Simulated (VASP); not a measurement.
# ZnS (F-43m) in VASP: a series of runs

ZnS is run at these levels: PBEsol; tasks: single point.

All numbers are computed with VASP 6.6.1; they aren't measurements. Logs are shortened: lines on timing, memory, paths and dates and some standing lists are left out, and cuts for length are marked.

**What was measured.**

From “Electronic, vibrational, and thermodynamic properties of ZnS (zincblende and rocksalt structure)”, 2009, arxiv:0911.5022, for a bulk crystal of ZnS at 19 K: band gap 3.85 eV (direct).

How close the calculation comes is told below.

**1. The cell of the first run**

It takes space group F-43m (No. 216, cubic). Conventional cell: a = 5.276 Å, b = 5.276 Å, c = 5.276 Å, α = 90.00°, β = 90.00°, γ = 90.00°. Within 3.0 Å of Zn (site symmetry -43m) lie 4 S at 2.28 Å. Within 3.0 Å of S (site symmetry -43m) lie 4 Zn at 2.28 Å.

**2. Single point, PBEsol**

INCAR reads:

```
PREC     = Accurate       # precision mode
ENCUT    = 500            # plane-wave cutoff, eV
EDIFF    = 1E-6           # SCF threshold, eV
ISMEAR   = 0              # smearing method
SIGMA    = 0.01           # smearing width, eV
LREAL    = F              # projectors in reciprocal space
LASPH    = T              # aspherical terms in the spheres
NELM     = 120            # most SCF steps
ALGO     = Normal         # electronic algorithm
ISIF     = 2              # what is computed and relaxed
LWAVE    = F              # write WAVECAR
LCHARG   = F              # write CHGCAR
GGA      = PS             # functional
NBANDS   = 16             # bands
GGA_COMPAT= F
```

KPOINTS reads:

```
Automatic mesh
0
Gamma
  8 8 8
```

POSCAR reads:

```
ZnS
1.0
    2.6377582893      2.6377582893      0.0000000000
   -2.6377582893      2.6377582893      0.0000000000
    0.0000000000      2.6377582893      2.6377582893
Zn S
1 1
Direct
    0.7500000000      0.2500000000      0.5000000000
    0.0000000000      0.0000000000      0.0000000000
```

Potentials or basis: VASP PAW PBE potentials, release 64 (Zn, S).

On the command line:

```
$ cat potpaw_PBE.64/Zn/POTCAR potpaw_PBE.64/S/POTCAR > POTCAR
$ mpirun -np 1 vasp_std > vasp.out
```

OUTCAR:

```text
PREC = Accurate
   ENCUT = 500
   EDIFF = 1E-6
   ISMEAR = 0
   LREAL = F
   LASPH = T
   NELM = 120
   ISIF = 2
   GGA = PS

 ion  position               nearest neighbor table
   1  0.750  0.250  0.500-   2 2.28   2 2.28   2 2.28   2 2.28
   2  0.000  0.000  0.000-   1 2.28   1 2.28   1 2.28   1 2.28

  LATTYP: Found a face centered cubic cell.
 ALAT       =     5.2755165786

  Lattice vectors:

 A1 = (   0.0000000000,   2.6377582893,   2.6377582893)
 A2 = (   2.6377582893,   0.0000000000,   2.6377582893)
 A3 = (   2.6377582893,   2.6377582893,   0.0000000000)

Analysis of symmetry for initial positions (statically):
=====================================================================
 Subroutine PRICEL returns:
 Original cell was already a primitive cell.

 Routine SETGRP: Setting up the symmetry group for a
 face centered cubic supercell.

 Subroutine GETGRP returns: Found 24 space group operations
 (whereof 24 operations were pure point group operations)
 out of a pool of 48 trial point group operations.

The static configuration has the point symmetry T_d .

Analysis of symmetry for dynamics (positions and initial velocities):
=====================================================================
 Subroutine PRICEL returns:
 Original cell was already a primitive cell.

 Routine SETGRP: Setting up the symmetry group for a
 face centered cubic supercell.

 Subroutine GETGRP returns: Found 24 space group operations
 (whereof 24 operations were pure point group operations)
 out of a pool of 48 trial point group operations.

The dynamic configuration has the point symmetry T_d .

 Subroutine INISYM returns: Found 24 space group operations
 (whereof 24 operations are pure point group operations),
 and found     1 'primitive' translations

----------------------------------------------------------------------------------------

                                     Primitive cell

  volume of cell :      36.7058

  direct lattice vectors                    reciprocal lattice vectors
     2.637758289  2.637758289  0.000000000     0.189554897  0.189554897 -0.189554897
    -2.637758289  2.637758289  0.000000000    -0.189554897  0.189554897 -0.189554897
     0.000000000  2.637758289  2.637758289     0.000000000  0.000000000  0.379109793

  length of vectors
     3.730353547  3.730353547  3.730353547     0.328318712  0.328318712  0.379109793

  position of ions in fractional coordinates (direct lattice)
     0.750000000  0.250000000  0.500000000
     0.000000000  0.000000000  0.000000000

  ion indices of the primitive-cell ions
   primitive index   ion index
                 1           1
                 2           2

----------------------------------------------------------------------------------------

 KPOINTS: Automatic mesh

Automatic generation of k-mesh.
 Grid dimensions read from file:
 generate k-points for:    8    8    8

 Generating k-lattice:

  Cartesian coordinates                     Fractional coordinates (reciprocal lattice)
     0.023694362  0.023694362 -0.023694362     0.125000000  0.000000000  0.000000000
    -0.023694362  0.023694362 -0.023694362     0.000000000  0.125000000  0.000000000
     0.000000000  0.000000000  0.047388724     0.000000000  0.000000000  0.125000000

  Length of vectors
     0.041039839  0.041039839  0.047388724

  Shift w.r.t. Gamma in fractional coordinates (k-lattice)
     0.000000000  0.000000000  0.000000000

 Subroutine IBZKPT returns following result:
 ===========================================

 Found     29 irreducible k-points:

 Following reciprocal coordinates:
            Coordinates               Weight
  0.000000  0.000000  0.000000      1.000000
  0.125000  0.000000  0.000000      8.000000
  0.250000  0.000000  0.000000      8.000000
  0.375000  0.000000  0.000000      8.000000
  0.500000  0.000000  0.000000      4.000000
  0.125000  0.125000  0.000000     12.000000
[... 16 lines left out ...]
  0.375000  0.250000  0.125000     48.000000
  0.500000  0.250000  0.125000     24.000000
 [... further k-points ...]
   k-points           NKPTS =     29   k-points in BZ     NKDIM =     29   number of bands    NBANDS=     16
   number of dos      NEDOS =    301   number of ions     NIONS =      2
   total plane-waves  NPLWV =  21952
   dimension x,y,z NGX =    28 NGY =   28 NGZ =   28
   dimension x,y,z NGXF=    56 NGYF=   56 NGZF=   56
   ions per type =               1   1
   NGX,Y,Z   is equivalent  to a cutoff of  12.48, 12.48, 12.48 a.u.
   NGXF,Y,Z  is equivalent  to a cutoff of  24.96, 24.96, 24.96 a.u.
 SYSTEM =  unknown system
   PREC   = accura    normal or accurate (medium, high low for compatibility)
   ISTART =      0    job   : 0-new  1-cont  2-samecut
   ICHARG =      2    charge: 1-file 2-atom 10-const
   ISPIN  =      1    spin polarized calculation?
   LNONCOLLINEAR =      F non collinear calculations
   LSORBIT =      F    spin-orbit coupling
   LASPH  =      T    aspherical Exc in radial PAW
   ENCUT  =  500.0 eV  36.75 Ry    6.06 a.u.   6.80  6.80  6.80*2*pi/ulx,y,z
   NELM   =    120;   NELMIN=  2; NELMDL= -5     # of ELM steps
   EDIFF  = 0.1E-05   stopping-criterion for ELM
   LREAL  =      F    real-space projection
   EDIFFG = 0.1E-04   stopping-criterion for IOM
   NSW    =      0    number of steps for IOM
   IBRION =     -1    ionic relax: 0-MD 1-quasi-New 2-CG
   NFREE  =      0    steps in history (QN), initial steepest desc. (CG)
   ISIF   =      2    stress and relaxation
   ISYM   =      2    0-nonsym 1-usesym 2-fastsym
   POTIM  = 0.5000    time-step for ionic-motion
   TEBEG  =    0.0;   TEEND  =   0.0 temperature during run
   PSTRESS=    0.0 pullay stress
   NELECT =      18.0000    total number of electrons
   NUPDOWN=      -1.0000    fix difference up-down
   EMIN   =  10.00;   EMAX   =-10.00  energy-range for DOS
   EFERMI =   0.00;   METHOD = LEGACY
   ISMEAR =     0;   SIGMA  =   0.01  broadening in eV -4-tet -1-fermi 0-gaus
   EFERMI_NEDOS =   21; number of points for ismear=-14 and -15
   IALGO  =     38    algorithm
   IMIX   =      4    mixing-type and parameters
     AMIX     =   0.40;   BMIX     =  1.00
     AMIX_MAG =   1.60;   BMIX_MAG =  1.00
  volume/ion in A,a.u.               =      18.35       123.85
  Fermi-wavevector in a.u.,A,eV,Ry     =   1.290983  2.439605 22.675990  1.666638
  Thomas-Fermi vector in A             =   2.422781
   LORBIT       =      0    0 simple, 1 ext, 2 COOP (PROOUT), +10 PAW based schemes
   GGA     = PS    functional components
   LHFCALC =     F    Hartree Fock is set to
   AEXX    =    0.0000 exact exchange contribution
   IVDW    =     0    specifies the selected vdW correction
   LEPSILON=     F    determine dielectric tensor
   LRPA    =     F    only Hartree local field effects (RPA)
 non-spin polarized calculation
 Gauss-broadening in eV      SIGMA  =   0.01
  energy-cutoff  :      500.00
  volume of cell :       36.71
 maximum number of plane-waves:       950
   NGX = 13   NGY = 13   NGZ = 13

 number of electron      18.0000006 magnetization

 Free energy of the ion-electron system (eV)
  ---------------------------------------------------
  ext. energy  EPLUGINS =         0.00000000
  ---------------------------------------------------
  free energy    TOTEN  =        -7.56518473 eV

  energy without entropy =       -7.56518473  energy(sigma->0) =       -7.56518473

 E-fermi :   2.8200     XC(G=0): -10.1926

 val. band max:        2.7174358771   @ k =   0.0000   0.0000   0.0000
 cond. band min:       5.0125499010   @ k =   0.0000   0.0000   0.0000
 fundamental gap:      2.2951140239
 Fermi energy:         2.8199853633

 k-point     1 :       0.0000    0.0000    0.0000
  band No.  band energies     occupation
      1     -10.9725      2.00000
      2      -3.9772      2.00000
      3      -3.9772      2.00000
      4      -3.9772      2.00000
      5      -3.3890      2.00000
      6      -3.3890      2.00000
[... 8 lines left out ...]
     15      14.5354      0.00000
     16      14.7608      0.00000

 k-point     2 :       0.1250    0.0000    0.0000
  band No.  band energies     occupation
      1     -10.8385      2.00000
      2      -3.9845      2.00000
      3      -3.9527      2.00000
      4      -3.9527      2.00000
      5      -3.3913      2.00000
      6      -3.3913      2.00000
[... 8 lines left out ...]
     15      13.8747      0.00000
     16      15.5232      0.00000

 k-point     3 :       0.2500    0.0000    0.0000
  band No.  band energies     occupation
      1     -10.4851      2.00000
      2      -3.9580      2.00000
      3      -3.8993      2.00000
      4      -3.8993      2.00000
      5      -3.3878      2.00000
      6      -3.3878      2.00000
[... 8 lines left out ...]
     15      13.6658      0.00000
     16      14.8966      0.00000

 k-point     4 :       0.3750    0.0000    0.0000
  band No.  band energies     occupation
      1     -10.0768      2.00000
      2      -3.8577      2.00000
      3      -3.8577      2.00000
      4      -3.7557      2.00000
      5      -3.3671      2.00000
      6      -3.3671      2.00000
[... 8 lines left out ...]
     15      14.8737      0.00000
     16      14.8737      0.00000
[... 324 lines left out ...]
 k-point    22 :       0.2500    0.2500    0.1250
  band No.  band energies     occupation
      1     -10.2062      2.00000
      2      -3.9922      2.00000
      3      -3.8279      2.00000
      4      -3.7995      2.00000
      5      -3.4200      2.00000
      6      -3.3431      2.00000
[... 8 lines left out ...]
     15      15.6543      0.00000
     16      18.0681      0.00000

 k-point    23 :       0.3750    0.2500    0.1250
  band No.  band energies     occupation
      1      -9.8628      2.00000
      2      -3.8744      2.00000
      3      -3.7964      2.00000
      4      -3.6612      2.00000
      5      -3.3722      2.00000
      6      -3.3132      2.00000
[... 8 lines left out ...]
     15      16.7535      0.00000
     16      17.2744      0.00000

 k-point    24 :       0.5000    0.2500    0.1250
  band No.  band energies     occupation
      1      -9.7070      2.00000
      2      -3.8438      2.00000
      3      -3.7680      2.00000
      4      -3.4776      2.00000
      5      -3.3768      2.00000
      6      -3.0831      2.00000
[... 8 lines left out ...]
     15      16.3337      0.00000
     16      17.2708      0.00000

 [... further k-points ...]

------------------------ aborting loop because EDIFF is reached ----------------------------------------

  FORCE on cell =-STRESS in cart. coord.  units (eV):
  Direction    XX          YY          ZZ          XY          YZ          ZX
  --------------------------------------------------------------------------------------
  -------------------------------------------------------------------------------------
  Total        0.9590938      0.9590938      0.9590938      0.0000000      0.0000000     -0.0000000
  in kB       41.8636099     41.8636099     41.8636099      0.0000000      0.0000000     -0.0000000
  external PRESSURE =      41.8636099 kB  Pullay stress =       0.0000000 kB

 VOLUME and BASIS-vectors are now :
 -----------------------------------------------------------------------------
  energy-cutoff  :      500.00
  volume of cell :       36.71
      direct lattice vectors                 reciprocal lattice vectors
     2.637758289  2.637758289  0.000000000     0.189554897  0.189554897 -0.189554897
    -2.637758289  2.637758289  0.000000000    -0.189554897  0.189554897 -0.189554897
     0.000000000  2.637758289  2.637758289     0.000000000  0.000000000  0.379109793

 POSITION                                       TOTAL-FORCE (eV/Angst)
 -----------------------------------------------------------------------------------
      1.31888      3.95664      1.31888        -0.000000      0.000000      0.000000
      0.00000      0.00000      0.00000         0.000000     -0.000000     -0.000000
 -----------------------------------------------------------------------------------
    total drift:                                0.000000      0.000000     -0.000000

  FREE ENERGIE OF THE ION-ELECTRON SYSTEM (eV)
  ---------------------------------------------------
  free  energy   TOTEN  =        -7.5651847275 eV

  energy  without entropy=       -7.5651847275  energy(sigma->0) =       -7.56518473
```

Run time: 36 s. Hardware: 1 thread of Intel Xeon 8259CL, shared host; peak memory 0.16 GiB.

Results:

- Free energy: -7.5652 eV
- Pressure: 4.2 GPa
- Band gap on the k mesh: 2.30 eV

Caveat: the cell stands under pressure; the PAW data sets were made with another functional, which shifts forces and pressure a little.

**3. Single point, PBEsol**

INCAR reads:

```
SYSTEM = ZnS
PREC = Accurate
ENCUT = 500
EDIFF = 1E-6
ISMEAR = 0
SIGMA = 0.01
LREAL = .FALSE.
LASPH = .TRUE.
NELM = 120
ALGO = Normal
ISIF = 2
LWAVE = .FALSE.
LCHARG = .TRUE.
GGA = PS
LELF = .TRUE.
LVHAR = .TRUE.
NBANDS = 16
GGA_COMPAT = .FALSE.
```

KPOINTS reads:

```
Automatic mesh
0
G
  8 8 8
  0 0 0
```

POSCAR is that of step 2.

Potentials or basis: VASP PAW PBE potentials, release 64 (Zn, S).

On the command line:

```
$ cat potpaw_PBE.64/Zn/POTCAR potpaw_PBE.64/S/POTCAR > POTCAR
$ mpirun -np 1 vasp_std > vasp.out
```

Run time: 35 s. Hardware: 1 thread of Intel Xeon 8259CL, shared host; peak memory 0.16 GiB.

Results (log left out):

```yaml
Free_energy: -7.5652 eV
Pressure: 4.2 GPa
Band_gap_on_the_k_mesh: 2.30 eV
```

Levels at points of the mesh, in eV from the valence-band top:
| k point | band 5 | band 6 | band 7 | band 8 | band 9 | band 10 | band 11 | band 12 | band 13 | band 14 |
| --- | --- | --- | --- | --- | --- | --- | --- | --- | --- | --- |
| (0.00, 0.00, 0.00) | -6.11 | -6.11 | 0.00 | 0.00 | 0.00 | 2.30 | 6.25 | 6.25 | 6.25 | 11.82 |
| (0.50, 0.00, 0.00) | -6.07 | -5.94 | -5.80 | -0.99 | -0.99 | 3.33 | 6.78 | 6.78 | 8.95 | 12.31 |
| (0.50, 0.50, 0.00) | -6.01 | -5.87 | -4.90 | -2.53 | -2.53 | 3.07 | 3.93 | 11.37 | 12.38 | 12.38 |

Caveat: the cell stands under pressure; the PAW data sets were made with another functional, which shifts forces and pressure a little.

**4. Single point, PBEsol**

This run uses another cell than the first one, of 19.20 Å³/atom.

INCAR reads:

```
PREC     = Accurate       # precision mode
ENCUT    = 500            # plane-wave cutoff, eV
EDIFF    = 1E-6           # SCF threshold, eV
ISMEAR   = 0              # smearing method
SIGMA    = 0.01           # smearing width, eV
LREAL    = F              # projectors in reciprocal space
LASPH    = T              # aspherical terms in the spheres
NELM     = 120            # most SCF steps
ALGO     = Normal         # electronic algorithm
ISIF     = 2              # what is computed and relaxed
LWAVE    = F              # write WAVECAR
LCHARG   = F              # write CHGCAR
GGA      = PS             # functional
NBANDS   = 16             # bands
GGA_COMPAT= F
```

KPOINTS reads:

```
regular mesh
0
Gamma
  8 8 8
```

POSCAR reads:

```
ZnS
1.0
    2.6777696014      2.6777696014      0.0000000000
   -2.6777696014      2.6777696014      0.0000000000
    0.0000000000      2.6777696014      2.6777696014
Zn S
1 1
Direct
    0.7500000000      0.2500000000      0.5000000000
    0.0000000000      0.0000000000      0.0000000000
```

On the command line:

```
$ cat potpaw_PBE.64/Zn/POTCAR potpaw_PBE.64/S/POTCAR > POTCAR
$ mpirun -np 1 vasp_std > vasp.out
```

It took 29 s on 1 thread of Intel Xeon 8259CL, shared host; peak memory 0.16 GiB.

It converged, with:

| Quantity | Value |
| --- | --- |
| Free energy | -7.5884 eV |
| Pressure | 0.2 GPa |
| Band gap on the k mesh | 2.09 eV |

Levels at points of the mesh, in eV from the valence-band top:
```csv
k point,band 6,band 7,band 8,band 9,band 10,band 11,band 12,band 13
"(0.00, 0.00, 0.00)",-5.95,0.00,0.00,0.00,2.09,6.29,6.29,6.29
"(0.50, 0.00, 0.00)",-5.75,-5.54,-0.92,-0.92,3.25,6.82,6.82,8.80
"(0.50, 0.50, 0.00)",-5.73,-4.72,-2.35,-2.35,3.18,3.96,11.03,12.06
```

Caveat: the PAW data sets were made with another functional, which shifts forces and pressure a little.

**5. How close it comes**

Step 4. Measured gap of ZnS: 3.85 eV (direct; 19 K; quoted in “Electronic, vibrational, and thermodynamic properties of ZnS (zincblende and rocksalt structure)”, 2009, arxiv:0911.5022). This calculation gives 2.09 eV (-1.76 eV). The value is that of PBEsol, without temperature or zero-point motion. Semilocal functionals fall short of measured gaps as a rule.
